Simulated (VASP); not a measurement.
Write the native input for VASP 6.6.1 that does the following.

```yaml
Task: relaxation of cell and atoms
Functional: PBE
Potentials_or_basis: VASP PAW PBE potentials, release 64 (Ba_sv, Ti_sv, O)
Cutoff: 600 eV
k_mesh: 6 × 6 × 6
Occupations: gaussian, width 0.02 eV
Spin: no spin polarisation
Hubbard_terms: Ti d U = 4.0 eV
Dipole_correction: no
Further_INCAR_settings: ALGO = Normal; EDIFF = 1e-07; IBRION = 2; EDIFFG = -0.005; NSW = 100; ISIF = 3
```

The structure of BaTiO3 lies in POSCAR:

```
BaTiO3
1.0
    3.9833338700      0.0000000000      0.0000000000
    0.0000000000      2.8625951084      2.8753395310
    0.0000000000     -2.8625951084      2.8753395310
Ba Ti O
1 1 3
Direct
    0.0000000000      0.0034138500      0.0034138500
    0.5000000000      0.5185038200      0.5185038200
    0.5000000000      0.9784256700      0.4913519000
    0.5000000000      0.4913519000      0.9784256700
    0.0000000000      0.4882047600      0.4882047600
```

One way to write it, as run:

INCAR

```
SYSTEM = BaTiO3
PREC = Accurate
ENCUT = 600
EDIFF = 1E-7
ISMEAR = 0
SIGMA = 0.02
LREAL = .FALSE.
LASPH = .TRUE.
NELM = 150
ALGO = Normal
ISIF = 3
LWAVE = .FALSE.
LCHARG = .FALSE.
LMAXMIX = 4
LDAU = .TRUE.
LDAUTYPE = 2
LDAUL = -1 2 -1
LDAUU = 0 4 0
LDAUJ = 0 0 0
LDAUPRINT = 1
GGA = PE
IBRION = 2
NSW = 100
EDIFFG = -0.005
```

KPOINTS

```
Automatic mesh
0
G
  6 6 6
  0 0 0
```

Potentials or basis: VASP PAW PBE potentials, release 64 (Ba_sv, Ti_sv, O).

Launch:

```console
$ cat potpaw_PBE.64/Ba_sv/POTCAR potpaw_PBE.64/Ti_sv/POTCAR potpaw_PBE.64/O/POTCAR > POTCAR
$ mpirun -np 1 vasp_std > vasp.out
```

It gave:

* Relaxed volume: 13.34 Å³/atom
* Relaxed cell: a = 4.056 Å, b = 4.055 Å, c = 4.055 Å, α = 89.99°, β = 90.00°, γ = 90.00°
* Space group after relaxing (to 0.05 Å): Pm-3m (No. 221)
* Energy gained by relaxing: 16.4 meV/atom
* Ionic steps: 21
* Pressure after relaxing: 0.0 GPa
* Largest force after relaxing: 0.005 eV/Å
* Band gap on the k mesh: 2.12 eV, indirect (least direct gap 2.34 eV)

Caveat: spin-orbit coupling is left out, which moves the levels of the heavy elements.

Run time: 20 min on 1 thread of Oxide Virtual Turin-like Processor, on a shared host, peak memory 0.24 GiB.
